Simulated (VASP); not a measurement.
Crystal: Al2Cu.

```
Cu Al
1.0
    -2.07016    2.07016    2.90701
     2.07016   -2.07016    2.90701
     2.07016    2.07016   -2.90701
Cu Al
1 2
Direct
  0.50000 0.50000 0.00000
  0.25000 0.75000 0.50000
  0.75000 0.25000 0.50000
```

Base run:

| Item | Value |
| --- | --- |
| Program | VASP 6.6.1 |
| Functional | r2SCAN |
| Potentials or basis | VASP PAW PBE potentials, release 64 (Cu, Al) |
| Cutoff | 520 eV |
| k mesh | 9 × 9 × 9 |
| Occupations | fermi-dirac, width 0.05 eV |
| Spin | no spin polarisation |

Its results: pressure -5.3 GPa.

Task: The run is repeated on the same cell with these changes: functional from r2SCAN to PBE. What comes out?

Result: Pressure -2.5 GPa.

Caveats: the PAW data sets were made with another functional, which shifts forces and pressure a little (some runs).
